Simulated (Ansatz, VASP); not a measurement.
## MgO: VASP beside Ansatz

```
CELL_PARAMETERS angstrom
2.65924 0.00000 0.00000
0.00000 2.65924 0.00000
0.00000 0.00000 2.65924
ATOMIC_POSITIONS crystal
Mg 0.00000 0.00000 0.00000
O 0.50000 0.50000 0.50000
```

Alike in both runs: functional PBE; k mesh 8 × 8 × 8; occupations gaussian, width 0.1 eV; no spin polarisation.

Ansatz relaxed the structure, and its values are those at the end. VASP's run is a single point on that final structure, the one shown.

|  | VASP | Ansatz |
| --- | --- | --- |
| version | VASP 6.6.1 | Ansatz 0.2.0 |
| potentials or method | VASP PAW PBE potentials, release 64 (Mg, O), cutoff 520 eV | scalar-relativistic, plane waves, PAW |
| valence electrons in the cell | 8 | 16 |

Ansatz gave:

| Quantity | Value |
| --- | --- |
| gap on the k mesh at the Fermi level (eV) | 2.27 |
| least direct gap on the mesh (eV) | 3.24 |
| pressure (GPa) | 0.1 |

Q: Which values does VASP return?

A: gap on the k mesh at the Fermi level (eV): 2.25; least direct gap on the mesh (eV): 3.23; pressure (GPa): -0.6.

VASP's potentials hold 8 valence electrons a cell and Ansatz's 16, so a difference there can come from the potentials and not from the codes.
